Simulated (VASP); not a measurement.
**Na: single point with PBEsol**

Na:

```
CELL_PARAMETERS angstrom
6.34328 0.00000 0.02603
0.00000 3.70410 0.00000
-2.34920 0.00000 9.12848
ATOMIC_POSITIONS crystal
Na 0.00000 0.00000 0.00000
Na 0.72612 0.50000 0.66667
Na 0.77388 0.00000 0.33333
Na 0.50000 0.50000 0.00000
Na 0.22612 0.00000 0.66667
Na 0.27388 0.50000 0.33333
```

This cell differs from its parent crystal: biaxial strain in the a-b plane: -1.0 %, then relaxed in part.

```yaml
Program: VASP 6.6.1
Task: single point
Functional: PBEsol
Potentials_or_basis: VASP PAW PBE potentials, release 64 (Na_pv)
Cutoff: 520 eV
k_mesh: 6 × 10 × 4
Occupations: gaussian, width 0.1 eV
Spin: no spin polarisation
```

```yaml
Pressure: 0.1 GPa
Band_gap_on_the_k_mesh: zero (bands 21 and 22 overlap by 2.79 eV)
```

Stress tensor (GPa, compression positive):
```
0.15 0.00 0.00
0.00 0.21 0.00
0.00 0.00 0.02
```

Levels at points of the mesh, in eV from the Fermi level:
| k point | band 19 | band 20 | band 21 | band 22 | band 23 | band 24 |
| --- | --- | --- | --- | --- | --- | --- |
| (0.00, 0.00, 0.00) | -3.37 | -1.54 | -1.54 | 0.52 | 0.63 | 0.90 |
| (0.50, 0.00, 0.00) | -2.35 | -2.35 | -1.20 | -1.20 | 0.08 | 0.08 |
| (0.00, 0.50, 0.00) | -0.61 | -0.61 | 1.11 | 1.11 | 1.11 | 1.11 |
| (0.50, 0.50, 0.00) | 0.28 | 0.28 | 0.42 | 0.42 | 1.24 | 1.24 |
| (0.00, 0.00, 0.50) | -2.91 | -2.91 | 0.31 | 0.47 | 0.47 | 0.91 |
| (0.50, 0.00, 0.50) | -2.23 | -2.23 | -1.57 | -1.57 | 0.66 | 0.66 |
| (0.00, 0.50, 0.50) | -0.17 | -0.17 | -0.17 | -0.17 | 2.74 | 2.74 |
| (0.50, 0.50, 0.50) | 0.41 | 0.41 | 0.51 | 0.51 | 0.92 | 0.92 |

Run time: 10 min on 1 thread of Intel Xeon 8259CL, with other jobs on the host, peak memory 0.52 GiB.

Caveat: the cell differs from its parent crystal (biaxial strain in the a-b plane: -1.0 %, then relaxed in part); the PAW data sets were made with another functional, which shifts forces and pressure a little.
